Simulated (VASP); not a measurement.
# GaAs (F-43m) in VASP: notebook

GaAs is run at these levels: BLYP+D3(BJ), PBE0; tasks: single point.

Program: VASP 6.6.1. These are calculated values, not measurements. Logs are shortened: lines on timing, memory, paths and dates and some standing lists are left out, and cuts for length are marked.

**1. The cell of the first run**

Symmetry: F-43m, No. 216, cubic system. The conventional cell has a = 5.538 Å, b = 5.538 Å, c = 5.538 Å, α = 90.00°, β = 90.00°, γ = 90.00°. As (site symmetry -43m) has 4 Ga at 2.40 Å within 3.2 Å. Ga (site symmetry -43m) has 4 As at 2.40 Å within 3.2 Å.

**2. Single point, BLYP+D3(BJ), non-collinear spin, typed start (21.23 Å³/atom)**

INCAR

```
PREC = Accurate
ENCUT = 520
EDIFF = 1E-6
ISMEAR = 0
SIGMA = 0.15
LREAL = False
LASPH = True
NELM = 150
ALGO = Normal
ISIF = 2
LWAVE = False
LCHARG = True
LNONCOLLINEAR = True
MAGMOM = 0 0 0.5 0 0 0
LORBIT = 11
GGA = B5
ALDAX = 1.0
AGGAX = 1.0
AGGAC = 1.0
ALDAC = 0.0
IVDW = 12
VDW_S6 = 1.0
VDW_S8 = 2.6996
VDW_A1 = 0.4298
VDW_A2 = 4.2359
LVHAR = True
NBANDS = 30
```

KPOINTS

```
regular mesh
0
Gamma
  6 6 6
```

POSCAR

```
GaAs
1.0
    0.0000000000      2.7691429914      2.7691429914
    2.7691429914      0.0000000000      2.7691429914
    2.7691429914      2.7691429914      0.0000000000
As Ga
1 1
Direct
    0.7500000000      0.7500000000      0.7500000000
    0.0000000000      0.0000000000      0.0000000000
```

Potentials or basis: VASP PAW PBE potentials, release 64 (As, Ga_d).

Run with:

```console
$ cat potpaw_PBE.64/As/POTCAR potpaw_PBE.64/Ga_d/POTCAR > POTCAR
$ mpirun -np 1 vasp_ncl > vasp.out
```

OUTCAR:

```text
PREC = Accurate
   ENCUT = 520
   EDIFF = 1E-6
   ISMEAR = 0
   LREAL = False
   LASPH = True
   NELM = 150
   ISIF = 2
   LNONCOLLINEAR = True
   LORBIT = 11
   GGA = B5
   IVDW = 12
 IVDW          = 12

 ion  position               nearest neighbor table
   1  0.750  0.750  0.750-   2 2.40   2 2.40   2 2.40   2 2.40
   2  0.000  0.000  0.000-   1 2.40   1 2.40   1 2.40   1 2.40

  LATTYP: Found a face centered cubic cell.
 ALAT       =     5.5382859828

  Lattice vectors:

 A1 = (   0.0000000000,   2.7691429914,   2.7691429914)
 A2 = (   2.7691429914,   0.0000000000,   2.7691429914)
 A3 = (   2.7691429914,   2.7691429914,   0.0000000000)

Analysis of symmetry for initial positions (statically):
=====================================================================
 Subroutine PRICEL returns:
 Original cell was already a primitive cell.

 Routine SETGRP: Setting up the symmetry group for a
 face centered cubic supercell.

 Subroutine GETGRP returns: Found 24 space group operations
 (whereof 24 operations were pure point group operations)
 out of a pool of 48 trial point group operations.

The static configuration has the point symmetry T_d .

Analysis of symmetry for dynamics (positions and initial velocities):
=====================================================================
 Subroutine PRICEL returns:
 Original cell was already a primitive cell.

 Routine SETGRP: Setting up the symmetry group for a
 face centered cubic supercell.

 Subroutine GETGRP returns: Found 24 space group operations
 (whereof 24 operations were pure point group operations)
 out of a pool of 48 trial point group operations.

The dynamic configuration has the point symmetry T_d .

Analysis of structural, dynamic, and magnetic symmetry:
=====================================================================
 Subroutine PRICEL returns:
 Original cell was already a primitive cell.

 Routine SETGRP: Setting up the symmetry group for a
 face centered cubic supercell.

 Subroutine GETGRP returns: Found  4 space group operations
 (whereof  4 operations were pure point group operations)
 out of a pool of 48 trial point group operations.

The overall configuration has the point symmetry S_4 .

 Subroutine INISYM returns: Found  4 space group operations
 (whereof  4 operations are pure point group operations),
 and found     1 'primitive' translations

----------------------------------------------------------------------------------------

                                     Primitive cell

  volume of cell :      42.4684

  direct lattice vectors                    reciprocal lattice vectors
     0.000000000  2.769142991  2.769142991    -0.180561279  0.180561279  0.180561279
     2.769142991  0.000000000  2.769142991     0.180561279 -0.180561279  0.180561279
     2.769142991  2.769142991  0.000000000     0.180561279  0.180561279 -0.180561279

  length of vectors
     3.916159575  3.916159575  3.916159575     0.312741309  0.312741309  0.312741309

  position of ions in fractional coordinates (direct lattice)
     0.750000000  0.750000000  0.750000000
     0.000000000  0.000000000  0.000000000

  ion indices of the primitive-cell ions
   primitive index   ion index
                 1           1
                 2           2

----------------------------------------------------------------------------------------

 KPOINTS: regular mesh

Automatic generation of k-mesh.
 Grid dimensions read from file:
 generate k-points for:    6    6    6

 Generating k-lattice:

  Cartesian coordinates                     Fractional coordinates (reciprocal lattice)
    -0.030093546  0.030093546  0.030093546     0.166666667  0.000000000  0.000000000
     0.030093546 -0.030093546  0.030093546     0.000000000  0.166666667  0.000000000
     0.030093546  0.030093546 -0.030093546     0.000000000  0.000000000  0.166666667

  Length of vectors
     0.052123551  0.052123551  0.052123551

  Shift w.r.t. Gamma in fractional coordinates (k-lattice)
     0.000000000  0.000000000  0.000000000

 Subroutine IBZKPT returns following result:
 ===========================================

 Found     58 irreducible k-points:

 Following reciprocal coordinates:
            Coordinates               Weight
  0.000000  0.000000  0.000000      1.000000
  0.166667  0.000000  0.000000      4.000000
 -0.166667  0.000000  0.000000      4.000000
  0.333333  0.000000  0.000000      4.000000
 -0.333333  0.000000  0.000000      4.000000
  0.500000  0.000000  0.000000      4.000000
[... 16 lines left out ...]
  0.000000 -0.333333  0.166667      4.000000
  0.000000  0.333333 -0.166667      4.000000
 [... further k-points ...]
   k-points           NKPTS =     58   k-points in BZ     NKDIM =     58   number of bands    NBANDS=     30
   number of dos      NEDOS =    301   number of ions     NIONS =      2
   total plane-waves  NPLWV =  27000
   dimension x,y,z NGX =    30 NGY =   30 NGZ =   30
   dimension x,y,z NGXF=    60 NGYF=   60 NGZF=   60
   ions per type =               1   1
   NGX,Y,Z   is equivalent  to a cutoff of  12.74, 12.74, 12.74 a.u.
   NGXF,Y,Z  is equivalent  to a cutoff of  25.47, 25.47, 25.47 a.u.
 SYSTEM =  unknown system
   PREC   = accura    normal or accurate (medium, high low for compatibility)
   ISTART =      0    job   : 0-new  1-cont  2-samecut
   ICHARG =      2    charge: 1-file 2-atom 10-const
   ISPIN  =      1    spin polarized calculation?
   LNONCOLLINEAR =      T non collinear calculations
   LSORBIT =      F    spin-orbit coupling
   LASPH  =      T    aspherical Exc in radial PAW
   ENCUT  =  520.0 eV  38.22 Ry    6.18 a.u.   7.28  7.28  7.28*2*pi/ulx,y,z
   NELM   =    150;   NELMIN=  2; NELMDL= -5     # of ELM steps
   EDIFF  = 0.1E-05   stopping-criterion for ELM
   LREAL  =      F    real-space projection
   EDIFFG = 0.1E-04   stopping-criterion for IOM
   NSW    =      0    number of steps for IOM
   IBRION =     -1    ionic relax: 0-MD 1-quasi-New 2-CG
   NFREE  =      0    steps in history (QN), initial steepest desc. (CG)
   ISIF   =      2    stress and relaxation
   ISYM   =      2    0-nonsym 1-usesym 2-fastsym
   POTIM  = 0.5000    time-step for ionic-motion
   TEBEG  =    0.0;   TEEND  =   0.0 temperature during run
   PSTRESS=    0.0 pullay stress
   NELECT =      18.0000    total number of electrons
   NUPDOWN=      -1.0000    fix difference up-down
   EMIN   =  10.00;   EMAX   =-10.00  energy-range for DOS
   EFERMI =   0.00;   METHOD = LEGACY
   ISMEAR =     0;   SIGMA  =   0.15  broadening in eV -4-tet -1-fermi 0-gaus
   EFERMI_NEDOS =   21; number of points for ismear=-14 and -15
   IALGO  =     38    algorithm
   IMIX   =      4    mixing-type and parameters
     AMIX     =   0.40;   BMIX     =  1.00
     AMIX_MAG =   1.60;   BMIX_MAG =  1.00
  volume/ion in A,a.u.               =      21.23       143.30
  Fermi-wavevector in a.u.,A,eV,Ry     =   1.229731  2.323856 20.575267  1.512239
  Thomas-Fermi vector in A             =   2.364607
   LORBIT       =     11    0 simple, 1 ext, 2 COOP (PROOUT), +10 PAW based schemes
   GGA     = B5    functional components
   LHFCALC =     F    Hartree Fock is set to
   AEXX    =    0.0000 exact exchange contribution
   IVDW    =    12    specifies the selected vdW correction
   LEPSILON=     F    determine dielectric tensor
   LRPA    =     F    only Hartree local field effects (RPA)
 Gauss-broadening in eV      SIGMA  =   0.15
  energy-cutoff  :      520.00
  volume of cell :       42.47
 maximum number of plane-waves:      2324
 NGX is ok and might be reduce to    30
   NGX = 15   NGY = 15   NGZ = 15

 number of electron      18.0000000 magnetization       0.0000000      0.0000000      0.5000000

 number of electron      18.0000010 magnetization      -0.0000000     -0.0000000     -0.0008270

 number of electron      18.0000010 magnetization      -0.0000000      0.0000000      0.0011628

 number of electron      18.0000010 magnetization      -0.0000000     -0.0000000      0.0000496

 Free energy of the ion-electron system (eV)
  ---------------------------------------------------
  ext. energy  EPLUGINS =         0.00000000
  ---------------------------------------------------
  free energy    TOTEN  =        -6.71722152 eV

  energy without entropy =       -6.71722127  energy(sigma->0) =       -6.71722140

 E-fermi :   5.4241     XC(G=0):  -9.2834

 val. band max:        4.9712046613   @ k =   0.0000   0.0000   0.0000
 cond. band min:       5.8503453904   @ k =   0.0000   0.0000   0.0000
 fundamental gap:      0.8791407291
 Fermi energy:         5.4241127754

 k-point     1 :       0.0000    0.0000    0.0000
  band No.  band energies     occupation
      1     -10.0526      1.00000
      2     -10.0526      1.00000
      3     -10.0526      1.00000
      4     -10.0526      1.00000
      5     -10.0526      1.00000
      6     -10.0526      1.00000
[... 22 lines left out ...]
     29      15.3967      0.00000
     30      15.3967      0.00000
[... 728 lines left out ...]
  band No.  band energies     occupation
      1     -10.1496      1.00000
      2     -10.1496      1.00000
      3     -10.0257      1.00000
      4     -10.0257      1.00000
      5     -10.0238      1.00000
      6     -10.0238      1.00000
[... 22 lines left out ...]
     29      15.3845      0.00000
     30      15.3846      0.00000

 [... further k-points ...]

------------------------ aborting loop because EDIFF is reached ----------------------------------------

 Edisp (eV)   -1.59704

 E8    (eV) :    -1.1870

  FORCE on cell =-STRESS in cart. coord.  units (eV):
  Direction    XX          YY          ZZ          XY          YZ          ZX
  --------------------------------------------------------------------------------------
  -------------------------------------------------------------------------------------
  Total       1.71481     1.71481     1.71480    -0.00000    -0.00000     0.00000
  in kB      64.69330    64.69330    64.69323    -0.00000    -0.00000     0.00000
  external pressure =       64.69 kB  Pullay stress =        0.00 kB

 VOLUME and BASIS-vectors are now :
 -----------------------------------------------------------------------------
  energy-cutoff  :      520.00
  volume of cell :       42.47
      direct lattice vectors                 reciprocal lattice vectors
     0.000000000  2.769142991  2.769142991    -0.180561279  0.180561279  0.180561279
     2.769142991  0.000000000  2.769142991     0.180561279 -0.180561279  0.180561279
     2.769142991  2.769142991  0.000000000     0.180561279  0.180561279 -0.180561279

 POSITION                                       TOTAL-FORCE (eV/Angst)
 -----------------------------------------------------------------------------------
      4.15371      4.15371      4.15371         0.000000      0.000000      0.000000
      0.00000      0.00000      0.00000        -0.000000     -0.000000     -0.000000
 -----------------------------------------------------------------------------------
    total drift:                               -0.000000     -0.000000     -0.000000

  FREE ENERGIE OF THE ION-ELECTRON SYSTEM (eV)
  ---------------------------------------------------
  free  energy   TOTEN  =        -8.3142574396 eV

  energy  without entropy=       -8.3142571888  energy(sigma->0) =       -8.31425731

 total charge

# of ion       s       p       d       tot
------------------------------------------
    1        1.214   1.672   0.036   2.922
    2        0.892   0.866  10.009  11.766
--------------------------------------------------
tot          2.106   2.537  10.045  14.688

 magnetization (x)

# of ion       s       p       d       tot
------------------------------------------
    1        0.000   0.000   0.000   0.000
    2        0.000   0.000   0.000   0.000
--------------------------------------------------
tot          0.000   0.000   0.000   0.000

 magnetization (y)

# of ion       s       p       d       tot
------------------------------------------
    1        0.000   0.000   0.000   0.000
    2        0.000   0.000   0.000   0.000
--------------------------------------------------
tot          0.000   0.000   0.000   0.000

 magnetization (z)

# of ion       s       p       d       tot
------------------------------------------
    1        0.000   0.000   0.000   0.000
    2       -0.000  -0.000   0.000  -0.000
--------------------------------------------------
tot          0.000   0.000   0.000   0.000
```

Run time: 84 s. Hardware: 1 thread of Intel Xeon 6975P-C (Granite Rapids), shared host; peak memory 0.34 GiB.

What came out:

| Property | Result |
| --- | --- |
| Free energy | -8.3143 eV |
| Pressure | 6.5 GPa |
| Band gap on the k mesh | 0.88 eV |
| Net moment | 0.00 μB per cell |
| Valence electrons inside the program's atomic spheres | As 2.92; Ga 11.77 |
| Dispersion energy per atom | -0.799 eV |

Moments on the atoms (μB; x, y, z):
```
As  0.00 0.00 0.00
Ga  0.00 0.00 0.00
```

Caveat: the cell stands under pressure; the PAW data sets were made with another functional, which shifts forces and pressure a little.

**3. Single point, BLYP+D3(BJ), non-collinear spin, typed start (21.69 Å³/atom)**

This run uses another cell than the first one, of 21.69 Å³/atom.

INCAR

```
SYSTEM = GaAs
AGGAC = 1.0
AGGAX = 1.0
ALDAC = 0.0
ALDAX = 1.0
ALGO = Normal
EDIFF = 1E-6
ENCUT = 520
GGA = B5
ISIF = 2
ISMEAR = 0
IVDW = 12
LASPH = .True.
LCHARG = .False.
LNONCOLLINEAR = .True.
LORBIT = 11
LREAL = .False.
LWAVE = .False.
MAGMOM = 0 0 0.5 0 0 0
NBANDS = 30
NELM = 150
PREC = Accurate
SIGMA = 0.15
VDW_A1 = 0.4298
VDW_A2 = 4.2359
VDW_S6 = 1.0
VDW_S8 = 2.6996
```

KPOINTS

```
k-points
0
Gamma
  6 6 6
  0 0 0
```

POSCAR

```
GaAs
1.0
    0.0000000000      2.7886446409      2.7886446409
    2.7886446409      0.0000000000      2.7886446409
    2.7886446409      2.7886446409      0.0000000000
As Ga
1 1
Direct
    0.7500000000      0.7500000000      0.7500000000
    0.0000000000      0.0000000000      0.0000000000
```

Potentials or basis: VASP PAW PBE potentials, release 64 (As, Ga_d).

Run with:

```console
$ cat potpaw_PBE.64/As/POTCAR potpaw_PBE.64/Ga_d/POTCAR > POTCAR
$ mpirun -np 1 vasp_ncl > vasp.out
```

It took 88 s on 1 thread of Intel Xeon 6975P-C (Granite Rapids), shared host; peak memory 0.35 GiB.

It converged, with:

| Item | Value |
| --- | --- |
| Free energy | -8.3453 eV |
| Pressure | 4.5 GPa |
| Band gap on the k mesh | 0.71 eV |
| Net moment | 0.00 μB per cell |
| Valence electrons inside the program's atomic spheres | As 2.90; Ga 11.74 |
| Dispersion energy per atom | -0.780 eV |

Levels at points of the mesh, in eV from the valence-band top:
```csv
k point,band 14,band 15,band 16,band 17,band 18,band 19,band 20,band 21,band 22,band 23
"(0.00, 0.00, 0.00)",0.00,0.00,0.00,0.00,0.00,0.71,0.71,3.76,3.76,3.76
"(0.50, 0.00, 0.00)",-6.85,-1.20,-1.20,-1.20,-1.20,1.10,1.10,4.72,4.72,4.72
"(0.50, 0.50, 0.00)",-7.04,-2.80,-2.80,-2.80,-2.80,1.55,1.55,1.72,1.72,10.42
"(0.00, 0.50, 0.50)",-7.04,-2.80,-2.80,-2.80,-2.80,1.55,1.55,1.72,1.72,10.42
```

Moments on the atoms (μB; x, y, z):
```
As  0.00 0.00 0.00
Ga  0.00 0.00 0.00
```

Caveat: the cell stands under pressure; the PAW data sets were made with another functional, which shifts forces and pressure a little. A k mesh can miss the band edges.

(Part 1 of 3 ends here.)
